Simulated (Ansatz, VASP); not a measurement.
**MgO: VASP beside Ansatz**

The input INCAR:

```
PREC = Accurate ; ENCUT = 520
EDIFF = 1E-6 ; ISMEAR = 0
SIGMA = 0.05 ; LREAL = F
LASPH = T ; NELM = 60
ALGO = Normal ; ISIF = 2
LWAVE = F ; LCHARG = F
GGA = PE ; NBANDS = 16
```

File KPOINTS:

```
regular mesh
0
Gamma
  9 9 6
```

The input POSCAR:

```
MgO
1.0
    3.5767425403      0.0000000000      0.0000000000
   -1.7883712702      3.0975499027      0.0000000000
    0.0000000000      0.0000000000      4.3061109821
Mg O
2 2
Direct
    0.6666666667      0.3333333333      0.7500000000
    0.3333333333      0.6666666667      0.2500000000
    0.6666666667      0.3333333333      0.2500000000
    0.3333333333      0.6666666667      0.7500000000
```

Input for Ansatz:

```yaml
crystal:
  lattice:
    - [3.5767425403, 0.0, 0.0]
    - [-1.7883712702, 3.0975499027, 0.0]
    - [0.0, 0.0, 4.3061109821]
  atoms:
    - { symbol: Mg, position: [0.6666666667, 0.3333333333, 0.75] }
    - { symbol: Mg, position: [0.3333333333, 0.6666666667, 0.25] }
    - { symbol: O, position: [0.6666666667, 0.3333333333, 0.25] }
    - { symbol: O, position: [0.3333333333, 0.6666666667, 0.75] }
basis:
  ecutwfc: 520.0
kpoints:
  mp_grid: { grid: [9, 9, 6] }
hamiltonian:
  xc: pbe
  pseudopotentials: { kind: paw, azcp: { folder: soft_1 } }
scf:
  occupations: { method: gaussian, width: 0.05 }
output:
  forces: true
  stress: true
  eigenvalues: true
```

Alike in both runs: task single point; functional PBE; k mesh 9 × 9 × 6; occupations gaussian, width 0.05 eV; no spin polarisation.

|  | VASP | Ansatz |
| --- | --- | --- |
| version | VASP 6.6.1 | Ansatz 0.2.0 |
| potentials or method | VASP PAW PBE potentials, release 64 (Mg, O), cutoff 520 eV | scalar-relativistic, plane waves, PAW |
| valence electrons in the cell | 16 | 32 |

```csv
,VASP,Ansatz,Ansatz less VASP
gap on the k mesh at the Fermi level (eV),3.02,3.04,+0.021
least direct gap on the mesh (eV),3.02,3.04,+0.021
pressure (GPa),-5.9,-5.3,+0.57
"traceless stress, the component that is largest in VASP (GPa)",-0.27,-0.18,+0.093
```

With one functional, cell and mesh, what is left measures potentials, basis and numerics. VASP's potentials hold 16 valence electrons a cell and Ansatz's 32, so a difference there can come from the potentials and not from the codes.
